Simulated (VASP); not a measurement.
Ge5I3:

```xyz
8
Lattice="6.2589 0.0000 0.0000 -3.1295 5.4204 0.0000 0.0000 0.0000 6.6381" Properties=species:S:1:pos:R:3 pbc="T T T"
Ge    3.1295    0.0000    3.3190
Ge   -1.5647    2.7102    3.3190
Ge    1.5647    2.7102    3.3190
Ge    0.0000    0.0000    4.5589
Ge    0.0000    0.0000    2.0792
I     3.1295    0.0000    0.0000
I    -1.5647    2.7102    0.0000
I     1.5647    2.7102    0.0000
```

- Program: VASP 6.6.1
- Task: relaxation of cell and atoms
- Functional: PBE
- Potentials or basis: VASP PAW PBE potentials, release 64 (Ge_d, I)
- Cutoff: 600 eV
- k mesh: 3 × 3 × 4
- Occupations: gaussian, width 0.1 eV
- Spin: no spin polarisation

At the start: pressure -0.0 GPa; volume 28.15 Å³/atom.

Where does the relaxation end?

Over 32 steps the energy falls by 18.0 meV/atom and the volume is 28.41 Å³/atom (+0.9 %); space group P6/mmm (No. 191, to 0.05 Å).

The path:
```csv
step,energy change (eV),largest force (eV/Å),pressure (GPa),volume (Å³)
1,0.0000,0.1527,-0.05,225.20
2,-0.0058,0.1212,-0.08,224.94
3,-0.0268,0.0218,-0.14,224.13
4,-0.0362,0.1948,-0.20,222.40
5,-0.0430,0.0467,0.29,220.63
6,-0.0196,0.5253,1.67,215.24
7,-0.0482,0.0721,0.61,219.35
8,-0.0469,0.2340,0.95,217.89
9,-0.0490,0.1303,0.78,218.80
10,-0.0499,0.1657,0.79,218.64
11,-0.0503,0.2072,0.89,218.45
12,-0.0520,0.2004,0.82,218.68
13,-0.0565,0.1804,0.70,219.40
14,-0.0640,0.1393,0.50,220.83
15,-0.0736,0.0520,0.04,223.72
16,-0.0779,0.1222,-0.60,229.54
17,-0.0829,0.1099,-1.56,230.17
18,-0.0832,0.1087,-0.65,230.21
19,-0.0837,0.1070,-0.74,230.28
20,-0.0848,0.1040,-0.84,230.41
21,-0.0873,0.0978,-1.05,230.68
22,-0.0919,0.0836,-0.64,231.22
23,-0.1005,0.0484,-0.70,232.30
24,-0.1113,0.0291,-0.94,234.43
25,-0.1121,0.0536,-1.07,235.31
26,-0.1266,0.1357,-0.81,233.40
27,-0.1299,0.2642,-0.23,230.61
28,-0.1314,0.2169,-0.39,231.63
29,-0.1379,0.1556,-0.31,230.36
30,-0.1433,0.0718,-0.14,228.51
31,-0.1390,0.0804,0.26,224.83
32,-0.1441,0.0212,0.07,227.31
```

Final structure:
```yaml
crystal:
  lattice:
    - [6.62154, 0.00000, 0.00000]
    - [-3.31077, 5.73442, 0.00000]
    - [0.00000, 0.00000, 5.98642]
  atoms:
    - { symbol: Ge, position: [0.50000, 0.00000, 0.50000] }
    - { symbol: Ge, position: [0.00000, 0.50000, 0.50000] }
    - { symbol: Ge, position: [0.50000, 0.50000, 0.50000] }
    - { symbol: Ge, position: [0.00000, 0.00000, 0.70929] }
    - { symbol: Ge, position: [0.00000, 0.00000, 0.29071] }
    - { symbol: I, position: [0.50000, 0.00000, 0.00000] }
    - { symbol: I, position: [0.00000, 0.50000, 0.00000] }
    - { symbol: I, position: [0.50000, 0.50000, 0.00000] }
```

Caveat: the k points lie up to 0.37 Å⁻¹ apart in the final cell; an odd number of electrons without spin polarisation forces a metal; a magnetic or distorted state may lie lower.
